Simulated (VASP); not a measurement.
Wanted: the native input for a VASP 6.6.1 run.

```yaml
Task: single point
Functional: PBE
Potentials_or_basis: VASP PAW PBE potentials, release 64 (Bi_d)
Cutoff: 520 eV
k_mesh: 19 × 19 × 19
Occupations: fermi-dirac, width 0.0612256 eV
Spin: no spin polarisation
Dipole_correction: no
Further_INCAR_settings: ALGO = Normal; EDIFF = 1e-06; NBANDS = 14
```

The structure of Bi lies in POSCAR:

```
Bi
1.0
    0.0000000000      2.4624959135      2.4624959135
    2.4624959135      0.0000000000      2.4624959135
    2.4624959135      2.4624959135      0.0000000000
Bi
1
Direct
    0.0000000000      0.0000000000      0.0000000000
```

This isn't the form of Bi at room conditions, which is rhombohedral.

These files were run (other wordings do the same):

INCAR

```
SYSTEM = Bi
  ALGO = Normal
  EDIFF = 1E-6
  ENCUT = 520
  GGA = PE
  ISIF = 2
  ISMEAR = -1
  LASPH = .True.
  LCHARG = .False.
  LREAL = .False.
  LWAVE = .False.
  NBANDS = 14
  NELM = 80
  PREC = Accurate
  SIGMA = 0.06122561905347299
```

KPOINTS

```
k-points
0
Gamma
  19 19 19
  0 0 0
```

Potentials or basis: VASP PAW PBE potentials, release 64 (Bi_d).

The run is started by

```sh
$ cat potpaw_PBE.64/Bi_d/POTCAR > POTCAR
$ mpirun -np 1 vasp_std > vasp.out
```

It gave:

```yaml
Pressure: 3.6 GPa
Band_gap_on_the_k_mesh: zero (an odd number of electrons rules out a gap without spin polarisation)
```

Caveat: the cell stands under pressure; spin-orbit coupling is left out, which moves the levels of the heavy elements.

It took 83 s on 1 thread of AMD EPYC 7R43 64-Core Processor (Zen 3) (shared host), peak memory 0.18 GiB.
